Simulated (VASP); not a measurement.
Wanted: the native input for a VASP 6.6.1 run.

* Task: single point
* Functional: PBE
* Potentials or basis: VASP PAW PBE potentials, release 64 (Ba_sv, F, Li_sv)
* Cutoff: 520 eV
* k mesh: 1 × 1 × 1
* Occupations: fermi-dirac, width 0.1637 eV
* Spin: no spin polarisation
* Dipole correction: no
* Further INCAR settings: LREAL = Auto; ALGO = Normal; EDIFF = 1e-06; NBANDS = 61; ISYM = 0

The structure of BaLi7F9 lies in POSCAR:

```
BaLi7F9
1.0
    5.6029570000      0.0278370000     -0.0374620000
    0.0278370000      5.7534950000     -0.0718080000
   -0.0374620000     -0.0718080000      5.5402340000
Ba F Li
1 9 7
Direct
    0.8556031962      0.8677274408      0.5936374491
    0.7207429693      0.1305751103      0.2579596477
    0.7949922859      0.5023998059      0.3718940980
    0.0916496960      0.5640838244      1.0047169690
    0.6528289281      0.6767956475      0.9356780994
    0.4021513411      0.8400378065      0.5512200077
    0.2617147368      0.4108581263      0.4205454603
    0.4861023871      0.2440882880      0.9282862167
    0.0242406561      0.1687164172      0.8029446576
    0.1957469549     -0.0816370032      0.2206567236
    1.0014925435      0.2666150797      0.3747643167
    0.8747060267     -0.2150653463      0.0928002003
    0.1966797804      0.4790071260      0.7579807210
    0.4066940620      0.1819151926      0.1897740310
    0.8330785153      0.4011330858      1.0170957313
    0.3102539669     -0.0371536266      0.8435318448
    0.4093651765      0.6837503922      0.2227601553
```

These files were run (other wordings do the same):

INCAR

```
SYSTEM = BaLi7F9
PREC = Accurate ; ENCUT = 520
EDIFF = 1E-6 ; ISMEAR = -1
SIGMA = 0.1637 ; LREAL = Auto
LASPH = .True. ; NELM = 60
ALGO = Normal ; ISIF = 2
LWAVE = .False. ; LCHARG = .False.
GGA = PE ; NBANDS = 61
ISYM = 0
```

KPOINTS

```
Automatic mesh
0
Gamma
  1 1 1
  0 0 0
```

Potentials or basis: VASP PAW PBE potentials, release 64 (Ba_sv, F, Li_sv).

Launch:

```bash
$ cat potpaw_PBE.64/Ba_sv/POTCAR potpaw_PBE.64/F/POTCAR potpaw_PBE.64/Li_sv/POTCAR > POTCAR
$ mpirun -np 1 vasp_gam > vasp.out
```

Results of the run:

| Property | Result |
| --- | --- |
| Largest force | 3.718 eV/Å |
| Band gap on the k mesh | 6.04 eV |

Caveat: the k points lie up to 1.13 Å⁻¹ apart; spin-orbit coupling is left out, which moves the levels of the heavy elements.

It took 15 s on 1 thread of Intel(R) Xeon(R) 6975P-C (Granite Rapids), on a shared host, peak memory 0.26 GiB.
